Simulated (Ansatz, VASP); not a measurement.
One calculation of HfN, two programs

```xyz
2
Lattice="0.0000 2.2560 2.2560 2.2560 0.0000 2.2560 2.2560 2.2560 0.0000" Properties=species:S:1:pos:R:3 pbc="T T T"
Hf    0.0000    0.0000    0.0000
N     2.2560    2.2560    2.2560
```

Alike in both runs: task single point; functional RPBE; k mesh 10 × 10 × 10; occupations gaussian, width 0.05 eV; no spin polarisation.

|  | VASP | Ansatz |
| --- | --- | --- |
| version | VASP 6.6.1 | Ansatz 0.2.0 |
| potentials or method | VASP PAW PBE potentials, release 64 (Hf_pv, N), cutoff 600 eV | all-electron LAPW, scalar-relativistic |

VASP gave:

| Item | Value |
| --- | --- |
| gap on the k mesh at the Fermi level (eV) | none |
| pressure (GPa) | 8.7 |

Question: What did Ansatz give for the same quantities?

Answer: gap on the k mesh at the Fermi level (eV): none; pressure (GPa): 11.3.

VASP's potentials were made for PBE, not for RPBE. A gap of «none» marks a metal or a gap that the smearing closes. Ansatz ran all-electron here, and VASP with PAW potentials.

Neither program's run includes spin-orbit coupling.
